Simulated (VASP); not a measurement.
SrCd3:

```
Sr Cd
1.0
     0.00000    3.71876    3.71876
     3.71876    0.00000    3.71876
     3.71876    3.71876    0.00000
Sr Cd
1 3
Direct
  0.00000 0.00000 0.00000
  0.25000 0.25000 0.25000
  0.75000 0.75000 0.75000
  0.50000 0.50000 0.50000
```

| Property | Result |
| --- | --- |
| Program | VASP 6.6.1 |
| Task | relaxation of cell and atoms |
| Functional | LDA |
| Potentials or basis | VASP PAW LDA potentials, release 64 (Sr_sv, Cd) |
| Cutoff | 600 eV |
| k mesh | 11 × 11 × 11 |
| Occupations | methfessel-paxton, width 0.05 eV |
| Spin | no spin polarisation |

At the start: pressure -3.5 GPa; volume 25.71 Å³/atom.

How do energy, volume and symmetry change on relaxing?

Over 3 steps the energy falls by 26.7 meV/atom and the volume is 23.49 Å³/atom (-8.6 %); space group Fm-3m (No. 225, to 0.05 Å).

Step by step:
| step | energy change (eV) | largest force (eV/Å) | pressure (GPa) | volume (Å³) |
| --- | --- | --- | --- | --- |
| 1 | 0.0000 | 0.0000 | -3.52 | 102.85 |
| 2 | -0.1058 | 0.0000 | -0.36 | 94.68 |
| 3 | -0.1066 | 0.0000 | 0.00 | 93.98 |

Final structure:
```
CELL_PARAMETERS angstrom
0.00000 3.60853 3.60853
3.60853 0.00000 3.60853
3.60853 3.60853 0.00000
ATOMIC_POSITIONS crystal
Sr 0.00000 0.00000 0.00000
Cd 0.25000 0.25000 0.25000
Cd 0.75000 0.75000 0.75000
Cd 0.50000 0.50000 0.50000
```
